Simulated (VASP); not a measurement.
# H (P4/mmm) in VASP: notebook, part 2 of 2

VASP 6.6.1. Earlier steps stand in the parts before.

### Step 4. Single point, PBE+D3(BJ) (strain +0.025 along x and y, +0.025 along z)

Input file INCAR:

```
SYSTEM = H
  PREC = Accurate
  ENCUT = 520
  EDIFF = 1E-7
  ISMEAR = 0
  SIGMA = 0.05
  LREAL = .False.
  LASPH = .True.
  NELM = 80
  ALGO = Normal
  ISIF = 2
  LWAVE = .False.
  LCHARG = .True.
  GGA = PE
  IVDW = 12
  LELF = .True.
  LVHAR = .True.
  NBANDS = 6
```

Input file KPOINTS:

```
regular mesh
0
Gamma
  10 10 26
  0 0 0
```

Input file POSCAR:

```
H
1.0
    2.7158797074      0.0000000000      0.0000000000
    0.0000000000      2.7158797074      0.0000000000
    0.0000000000      0.0000000000      1.0050052430
H
1
Direct
    0.0000000000      0.0000000000      0.5000000000
```

Potentials or basis: VASP PAW PBE potentials, release 64 (H).

Command:

```bash
cat potpaw_PBE.64/H/POTCAR > POTCAR
mpirun -np 1 vasp_std > vasp.out
```

OUTCAR:

```text
SYSTEM = H
   PREC = Accurate
   ENCUT = 520
   EDIFF = 1E-7
   ISMEAR = 0
   LREAL = .False.
   LASPH = .True.
   NELM = 80
   ISIF = 2
   GGA = PE
   IVDW = 12
 IVDW          = 12

 ion  position               nearest neighbor table
   1  0.000  0.000  0.500-

  LATTYP: Found a simple tetragonal cell.
 ALAT       =     2.7158797074
 C/A-ratio  =     0.3700477750

  Lattice vectors:

 A1 = (   2.7158797074,   0.0000000000,   0.0000000000)
 A2 = (   0.0000000000,   2.7158797074,   0.0000000000)
 A3 = (   0.0000000000,   0.0000000000,   1.0050052430)

Analysis of symmetry for initial positions (statically):
=====================================================================
 Subroutine PRICEL returns:
 Original cell was already a primitive cell.

 Routine SETGRP: Setting up the symmetry group for a
 simple tetragonal supercell.

 Subroutine GETGRP returns: Found 16 space group operations
 (whereof 16 operations were pure point group operations)
 out of a pool of 16 trial point group operations.
[... 157 lines left out ...]
  free energy    TOTEN  =        -3.01863141 eV

  energy without entropy =       -3.01863141  energy(sigma->0) =       -3.01863141

 E-fermi :  -1.8969     XC(G=0):  -6.5978

 val. band max:       -2.1084619590   @ k =   0.5000   0.5000   0.2308
 cond. band min:      -1.6090246977   @ k =   0.0000   0.0000   0.2692
 fundamental gap:      0.4994372614
 Fermi energy:        -1.8969473375

 k-point     1 :       0.0000    0.0000    0.0000
  band No.  band energies     occupation
      1     -12.2687      2.00000
      2       7.7728      0.00000
      3      13.3880      0.00000
      4      13.3880      0.00000
      5      16.3754      0.00000
      6      33.2547      0.00000
[... 199 lines left out ...]
 k-point    24 :       0.2000    0.0000    0.0385
  band No.  band energies     occupation
      1     -11.6548      2.00000
      2       5.1421      0.00000
      3      12.9878      0.00000
      4      14.2924      0.00000
      5      22.6561      0.00000
      6      27.2239      0.00000

 [... further k-points ...]

------------------------ aborting loop because EDIFF is reached ----------------------------------------

 Edisp (eV)   -0.06955

 E8    (eV) :    -0.0124

  FORCE on cell =-STRESS in cart. coord.  units (eV):
  Direction    XX          YY          ZZ          XY          YZ          ZX
  --------------------------------------------------------------------------------------
  -------------------------------------------------------------------------------------
  Total       0.00416     0.00416    -0.31087     0.00000     0.00000     0.00000
  in kB       0.89818     0.89818   -67.19016     0.00000     0.00000     0.00000
  external pressure =      -21.80 kB  Pullay stress =        0.00 kB

 VOLUME and BASIS-vectors are now :
 -----------------------------------------------------------------------------
  energy-cutoff  :      520.00
  volume of cell :        7.41
      direct lattice vectors                 reciprocal lattice vectors
     2.715879707  0.000000000  0.000000000     0.368204820  0.000000000  0.000000000
     0.000000000  2.715879707  0.000000000     0.000000000  0.368204820  0.000000000
     0.000000000  0.000000000  1.005005243     0.000000000  0.000000000  0.995019685

 POSITION                                       TOTAL-FORCE (eV/Angst)
 -----------------------------------------------------------------------------------
      0.00000      0.00000      0.50250         0.000000      0.000000      0.000000
 -----------------------------------------------------------------------------------
    total drift:                               -0.000000      0.000000      0.000000

  FREE ENERGIE OF THE ION-ELECTRON SYSTEM (eV)
  ---------------------------------------------------
  free  energy   TOTEN  =        -3.0881778339 eV

  energy  without entropy=       -3.0881778339  energy(sigma->0) =       -3.08817783
```

OSZICAR:

```text
N       E                     dE             d eps       ncg     rms          rms(c)
DAV:   1    -0.300892628918E+01   -0.30089E+01   -0.22425E+02  3732   0.697E+01
DAV:   2    -0.310300643334E+01   -0.94080E-01   -0.94080E-01  4770   0.572E+00
DAV:   3    -0.310306203832E+01   -0.55605E-04   -0.55605E-04  3978   0.129E-01
DAV:   4    -0.310306205684E+01   -0.18521E-07   -0.18521E-07  5220   0.216E-03
DAV:   5    -0.310306205685E+01   -0.47287E-11   -0.47289E-11  3996   0.252E-05    0.172E+00
DAV:   6    -0.304674218584E+01    0.56320E-01   -0.17365E-02  3828   0.416E-01    0.101E+00
DAV:   7    -0.301738059905E+01    0.29362E-01   -0.41793E-02  3990   0.687E-01    0.101E-01
DAV:   8    -0.301861806394E+01   -0.12375E-02   -0.89956E-04  3822   0.129E-01    0.109E-02
DAV:   9    -0.301862865601E+01   -0.10592E-04   -0.14165E-05  4512   0.195E-02    0.326E-03
DAV:  10    -0.301863140869E+01   -0.27527E-05   -0.23790E-06  3774   0.875E-03    0.399E-04
DAV:  11    -0.301863140958E+01   -0.88844E-09   -0.77273E-09  4350   0.531E-04
   1 F= -.30881778E+01 E0= -.30881778E+01  d E =-.366935E-12
```

Run time: 6.5 s. Hardware: 1 thread of Intel Xeon 6975P-C, shared host; peak memory 0.12 GiB.

Results:

| Quantity | Value |
| --- | --- |
| Free energy | -3.0882 eV |
| Pressure | -2.2 GPa |
| Dispersion energy per atom | -0.070 eV |

Stress tensor (GPa, compression positive):
```
 0.09  0.00  0.00
 0.00  0.09  0.00
 0.00  0.00 -6.72
```

Levels at points of the mesh, in eV from the Fermi level:
```tsv
k point	band 1	band 2	band 3
(0.00, 0.00, 0.00)	-10.37	9.67	15.28
(0.50, 0.00, 0.00)	-9.06	3.03	16.05
(0.50, 0.50, 0.00)	-8.01	6.63	6.63
(0.00, 0.00, 0.50)	22.78	30.26	44.93
(0.50, 0.00, 0.50)	23.55	32.40	40.10
(0.50, 0.50, 0.50)	24.17	34.18	43.61
```

Caveat: the cell differs from its parent crystal (strain +0.025 along x and y, +0.025 along z); pairwise dispersion overbinds metals, which lowers pressure and volume.

### Step 5. Overview

```csv
cell,gap on the mesh (eV),pressure (GPa)
"a = 2.716, b = 2.716, c = 1.030 Å, 1 atom",none,-4.4
"a = 2.782, b = 2.782, c = 0.956 Å, 1 atom",none,4.0
"a = 2.716, b = 2.716, c = 1.005 Å, 1 atom",none,-2.2
```

Alike in all rows: task single point; level PBE+D3(BJ); potentials or basis VASP PAW PBE potentials, release 64 (H); no spin polarisation; k mesh 10 × 10 × 26; cutoff (eV) 520; smearing gaussian 0.05 eV.

Caveats: pairwise dispersion overbinds metals, which lowers pressure and volume.

Total energies depend on the potentials used, so only differences within one code and one set of settings carry meaning.
